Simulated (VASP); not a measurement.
Wanted: the native input for a VASP 6.6.1 run.

```yaml
Task: single point
Functional: PBE
Potentials_or_basis: VASP PAW PBE potentials, release 64 (Pd)
Cutoff: 520 eV
k_mesh: 12 × 8 × 1
Occupations: fermi-dirac, width 0.1 eV
Spin: no spin polarisation
Dipole_correction: yes
Further_INCAR_settings: ALGO = Normal; EDIFF = 1e-06; NBANDS = 22
```

The structure of Pd lies in POSCAR:

```
Pd
1.0
    2.7903171809      0.0000000000      0.0000000000
    0.0000000000      3.9461044005      0.0000000000
    0.0000000000      0.0000000000     24.6451000000
Pd
3
Direct
    0.0000000000      0.0000000000      0.4463360986
    0.5000000000      0.5000000000      0.5000000050
    0.0000000000      0.0000000000      0.5536639014
```

The input as run:

INCAR

```
PREC     = Accurate       # precision mode
ENCUT    = 520            # plane-wave cutoff, eV
EDIFF    = 1E-6           # SCF threshold, eV
ISMEAR   = -1             # smearing method
SIGMA    = 0.1            # smearing width, eV
LREAL    = F              # projectors in reciprocal space
LASPH    = T              # aspherical terms in the spheres
NELM     = 100            # most SCF steps
ALGO     = Normal         # electronic algorithm
ISIF     = 2              # what is computed and relaxed
LWAVE    = F              # write WAVECAR
LCHARG   = F              # write CHGCAR
LDIPOL   = T            
IDIPOL   = 3            
DIPOL    = 0.5 0.5 0.500
GGA      = PE             # functional
NBANDS   = 22             # bands
```

KPOINTS

```
Automatic mesh
0
Gamma
  12 8 1
```

Potentials or basis: VASP PAW PBE potentials, release 64 (Pd).

Run with:

```console
$ cat potpaw_PBE.64/Pd/POTCAR > POTCAR
$ mpirun -np 1 vasp_std > vasp.out
```

Results of the run:

```json
{"Largest force": "0.026 eV/Å", "Band gap on the k mesh": "zero (bands 15 and 16 overlap by 0.28 eV)"}
```

It took 2.1 min on 1 thread of AMD EPYC 9R45 96-Core Processor (Zen 5), on a shared host, peak memory 0.43 GiB.
